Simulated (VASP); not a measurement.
A run of VASP 6.6.1:

Contents of INCAR:

```
ALGO = Normal
EDIFF = 1E-6
ENCUT = 500
GGA = PE
GGA_COMPAT = False
ISIF = 2
ISMEAR = 0
LASPH = True
LCHARG = False
LREAL = False
LWAVE = False
NBANDS = 15
NELM = 120
PREC = Accurate
SIGMA = 0.1
```

KPOINTS

```
k-points
0
Gamma
  6 6 6
```

POSCAR

```
TaAs
1.0
    0.0000000000      2.4955672288      2.4955672288
    2.4955672288      0.0000000000      2.4955672288
    2.4955672288      2.4955672288      0.0000000000
Ta As
1 1
Direct
    0.5000000000      0.5000000000      0.5000000000
    0.0000000000      0.0000000000      0.0000000000
```

Potentials or basis: VASP PAW PBE potentials, release 64 (Ta_pv, As).

The run is started by

```bash
$ cat potpaw_PBE.64/Ta_pv/POTCAR potpaw_PBE.64/As/POTCAR > POTCAR
$ mpirun -np 1 vasp_std > vasp.out
```

Hardware: 1 thread of AMD EPYC 7R43 64-Core Processor (Zen 3), with other jobs on the host.

Q: How long does it take, and how much memory?

A: Run time: 12 s on 1 thread of AMD EPYC 7R43 64-Core Processor (Zen 3), with other jobs on the host, peak memory 0.12 GiB. Counts: scf iterations 11, k points 16.
